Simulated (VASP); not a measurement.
The system is BaTiO3.

```xyz
5
Lattice="4.0060 0.0000 0.0000 0.0000 4.0060 0.0000 0.0000 0.0000 4.0060" Properties=species:S:1:pos:R:3 pbc="T T T"
Ba    2.0030    2.0030    2.0030
Ti    0.0000    0.0000    0.0000
O     2.0030    0.0000    0.0000
O     0.0000    2.0030    0.0000
O     0.0000    0.0000    2.0030
```

- Program: VASP 6.6.1
- Task: relaxation of cell and atoms
- Functional: PBE
- Potentials or basis: VASP PAW PBE potentials, release 64 (Ba_sv, Ti_sv, O)
- Cutoff: 600 eV
- k mesh: 4 × 4 × 4
- Occupations: gaussian, width 0.1 eV
- Spin: no spin polarisation

At the start: pressure 3.3 GPa; volume 12.86 Å³/atom.

How do energy, volume and symmetry change on relaxing?

Over 3 steps the energy falls by 2.6 meV/atom and the volume is 13.11 Å³/atom (+2.0 %); space group Pm-3m (No. 221, to 0.05 Å).

The path:
```tsv
step	energy change (eV)	largest force (eV/Å)	pressure (GPa)	volume (Å³)
1	0.0000	0.0000	3.32	64.29
2	-0.0015	0.0000	-2.89	66.80
3	-0.0128	0.0000	0.00	65.56
```

Final structure:
```xyz
5
Lattice="4.0323 0.0000 0.0000 0.0000 4.0323 0.0000 0.0000 0.0000 4.0323" Properties=species:S:1:pos:R:3 pbc="T T T"
Ba    2.0161    2.0161    2.0161
Ti    0.0000    0.0000    0.0000
O     2.0161    0.0000    0.0000
O     0.0000    2.0161    0.0000
O     0.0000    0.0000    2.0161
```
